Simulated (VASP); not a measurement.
Input of a VASP 6.6.1 run:

Contents of INCAR:

```
PREC = Accurate
ENCUT = 520
EDIFF = 1E-6
ISMEAR = -1
SIGMA = 0.05
LREAL = False
LASPH = True
NELM = 60
ALGO = Normal
ISIF = 2
LWAVE = False
LCHARG = True
GGA = CA
LELF = True
LVHAR = True
NBANDS = 16
```

KPOINTS

```
Automatic mesh
0
Gamma
  8 8 5
```

File POSCAR:

```
Te
1.0
    4.2966332839      0.0000000000      0.0000000000
   -2.1483166420      3.7209935746      0.0000000000
    0.0000000000      0.0000000000      5.9041060600
Te
3
Direct
    0.2855404174      1.0000000000      0.3333333333
    1.0000000000      0.2855404174      0.6666666667
    0.7144595826      0.7144595826      1.0000000000
```

Potentials or basis: VASP PAW LDA potentials, release 64 (Te).

Command:

```console
$ cat potpaw_LDA.64/Te/POTCAR > POTCAR
$ mpirun -np 1 vasp_std > vasp.out
```

Q: Estimate the largest force.

A: 0.025 eV/Å.

Q: Estimate the pressure.

A: 0.0 GPa.

Forces in eV/Å, atoms in the order of the input:
```
Te   0.025  0.000  0.000
Te  -0.013  0.022  0.000
Te  -0.013 -0.022  0.000
```
